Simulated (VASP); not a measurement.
Input of a VASP 6.6.1 run:

POSCAR

```
MgO2
1.0
    4.8921541314      0.0000000000      0.0000000000
    0.0000000000      4.8921541314      0.0000000000
    0.0000000000      0.0000000000      4.8921541314
Mg O
4 8
Direct
    0.0000000000      0.0000000000      0.0000000000
    0.5000000000      0.0000000000      0.5000000000
    0.5000000000      0.5000000000      0.0000000000
    0.0000000000      0.5000000000      0.5000000000
    0.5894244400      0.9105755600      0.0894244400
    0.9105755600      0.0894244400      0.5894244400
    0.0894244400      0.5894244400      0.9105755600
    0.4105755600      0.4105755600      0.4105755600
    0.5894244400      0.5894244400      0.5894244400
    0.9105755600      0.4105755600      0.0894244400
    0.0894244400      0.9105755600      0.4105755600
    0.4105755600      0.0894244400      0.9105755600
```

INCAR.step1

```
PREC = Accurate
ENCUT = 520
ISMEAR = -1
SIGMA = 0.05
LREAL = False
LASPH = True
NELM = 100
NBANDS = 40
GGA = PE
ALGO = Normal
EDIFF = 1E-4
LWAVE = True
LCHARG = False
```

File INCAR.step2:

```
PREC = Accurate
ENCUT = 520
EDIFF = 1E-6
ISMEAR = -1
SIGMA = 0.05
LREAL = False
LASPH = True
NELM = 100
ALGO = Normal
ISIF = 2
LWAVE = False
LCHARG = False
METAGGA = R2SCAN
LMIXTAU = True
IVDW = 13
VDW_S6 = 1.0
VDW_S8 = 0.6018749
VDW_A1 = 0.51559235
VDW_A2 = 5.77342911
NBANDS = 40
ISTART = 1
```

File KPOINTS:

```
regular mesh
0
Gamma
  6 6 6
```

Potentials or basis: VASP PAW PBE potentials, release 64 (Mg, O).

Command:

```bash
$ cat potpaw_PBE.64/Mg/POTCAR potpaw_PBE.64/O/POTCAR > POTCAR
$ cp INCAR.step1 INCAR
$ mpirun -np 1 vasp_std > vasp.out
$ cp INCAR.step2 INCAR
$ mpirun -np 1 vasp_std > vasp.out
```

**Question.** Predict the dispersion energy per atom.

**Answer.** -0.056 eV.

**Question.** Predict the band gap on the k mesh.

**Answer.** 4.38 eV, indirect (least direct gap 4.50 eV).

**Question.** What does it give for the pressure?

**Answer.** -6.8 GPa.

**Question.** Estimate the largest force.

**Answer.** 0.207 eV/Å.

Forces on the atoms (eV/Å):
```
Mg   0.000  0.000  0.000
Mg   0.000  0.000  0.000
Mg   0.000  0.000  0.000
Mg   0.000  0.000  0.000
O   -0.120  0.120 -0.120
O    0.120 -0.120 -0.120
O   -0.120 -0.120  0.120
O    0.120  0.120  0.120
O   -0.120 -0.120 -0.120
O    0.120  0.120 -0.120
O   -0.120  0.120  0.120
O    0.120 -0.120  0.120
```

Caveat: the PAW data sets were made with another functional, which shifts forces and pressure a little. r2SCAN opens gaps a little over a GGA but as a rule still falls short of measured ones.
